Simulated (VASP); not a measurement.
# ZrS: single point with r2SCAN

ZrS:

```
CELL_PARAMETERS angstrom
0.00000 2.53161 2.53161
2.53161 0.00000 2.53161
2.53161 2.53161 0.00000
ATOMIC_POSITIONS crystal
Zr 0.00000 0.00000 0.00000
S 0.50000 0.50000 0.50000
```

This cell differs from its parent crystal: volume scaled by 0.91.

```json
{
  "Program": "VASP 6.6.1",
  "Task": "single point",
  "Functional": "r2SCAN",
  "Potentials or basis": "VASP PAW PBE potentials, release 64 (Zr_sv, S)",
  "Cutoff": "520 eV",
  "k mesh": "14 × 14 × 14",
  "Occupations": "gaussian, width 0.1 eV",
  "Spin": "no spin polarisation"
}
```

```json
{"Pressure": "16.2 GPa", "Band gap on the k mesh": "zero (band 9 reaches 14.12 eV, above the bottom of band 10 at 10.65 eV)"}
```

Levels at points of the mesh, in eV from the Fermi level:
```csv
k point,band 7,band 8,band 9,band 10,band 11,band 12
"(0.00, 0.00, 0.00)",-4.00,-4.00,-1.69,-1.69,-1.69,-0.85
"(0.50, 0.00, 0.00)",-6.90,-6.90,1.79,1.79,2.17,2.27
"(0.50, 0.50, 0.00)",-5.00,-5.00,-4.09,0.57,2.85,2.85
```

Wall time 2.2 min on 1 thread of AMD EPYC 9R45 96-Core Processor (Zen 5), on a shared host, peak memory 0.17 GiB.

Caveat: the PAW data sets were made with another functional, which shifts forces and pressure a little.
